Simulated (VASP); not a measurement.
Runs of VASP 6.6.1 on MnO. Symmetry: P6_3mc, No. 186, hexagonal system. The conventional cell has a = 3.372 Å, b = 3.372 Å, c = 5.386 Å, α = 90.00°, β = 90.00°, γ = 120.00°. Within 2.6 Å of Mn (site symmetry 3m) lie 4 O at 1.96 to 2.08 Å. Within 2.6 Å of O (site symmetry 3m) lie 4 Mn at 1.96 to 2.08 Å. 

| task | level | spin | U | k mesh | cutoff (eV) | smearing | LDAUTYPE | hund's J | gap on the mesh (eV) | pressure (GPa) | moment (μB) | largest force (eV/Å) |
| --- | --- | --- | --- | --- | --- | --- | --- | --- | --- | --- | --- | --- |
| single point | PBE+D3(BJ) | collinear, ferromagnetic start | - | 6 × 6 × 4 | 600 | gaussian 0.1 eV | - | - | none | 3.3 | 9.99 | 0.65 |
| single point | PBEsol | collinear, ferromagnetic start | - | 3 × 1 × 3 | 520 | gaussian 0.1 eV | - | - | none | (b) | 9.57 | 0.30 |
| single point | PBE | off | - | 6 × 6 × 4 | 520 | gaussian 0.1 eV | - | - | none | -29.0 | - | (a) |
| single point | PBE | collinear, ferromagnetic start | - | 6 × 6 × 4 | 520 | gaussian 0.1 eV | - | - | none | 6.6 | 9.99 | 0.65 |
| electric field gradients | RPBE+U | collinear, ferromagnetic start | Mn d U = 6.8 eV, J = 0.4 eV | 3 × 3 × 1 | 520 | gaussian 0.062 eV | 1 | 0.4 | 0.24 | 16.4 | 10.00 | 0.95 |

Alike in all rows: potentials or basis VASP PAW PBE potentials, release 64 (Mn_pv, O); cell as given.

Task: Fill in the values left out.

Result: (a) 0.38; (b) 0.3.

Caveats: some runs use coarse meshes; semilocal functionals often make such compounds metallic where correlation or magnetic order opens a gap, which also shifts bond lengths (some runs); the PAW data sets were made with another functional, which shifts forces and pressure a little (some runs); pairwise dispersion overbinds metals, which lowers pressure and volume (some runs).

A gap of «none» marks levels without a gap at the run's occupations.
